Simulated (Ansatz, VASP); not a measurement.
One calculation of Cu, two programs

```xyz
1
Lattice="-1.4711 1.4711 1.4031 1.4711 -1.4711 1.4031 1.4711 1.4711 -1.4031" Properties=species:S:1:pos:R:3 pbc="T T T"
Cu    0.0000    0.0000    0.0000
```

Change from the starting cell: volume scaled by 1.06, PAW files.

Alike in both runs: task electric field gradients; functional r2SCAN; k mesh 18 × 18 × 18; occupations fermi-dirac, width 0.05 eV; no spin polarisation.

```csv
,VASP,Ansatz
version,VASP 6.6.1,Ansatz 0.2.0
potentials or method,"VASP PAW PBE potentials, release 64 (Cu)","PAW with Ansatz's default frozen-core files, scalar-relativistic"
plane-wave cutoff (eV),520,500
valence electrons in the cell,11,19
```

Ansatz gave:

* pressure (GPa): -7.9
* traceless stress, the component that is largest in VASP (GPa): -0.20
* size of Vzz on the site where it differs most (V/Å²): 0.3

Task: Which values does VASP return?

Result: Pressure (GPa): -7.2; traceless stress, the component that is largest in VASP (GPa): -0.18; size of Vzz on the site where it differs most (V/Å²): 0.0.

VASP's potentials were made for PBE, not for r2SCAN. VASP's potentials hold 11 valence electrons a cell and Ansatz's 19, so a difference there can come from the potentials and not from the codes.
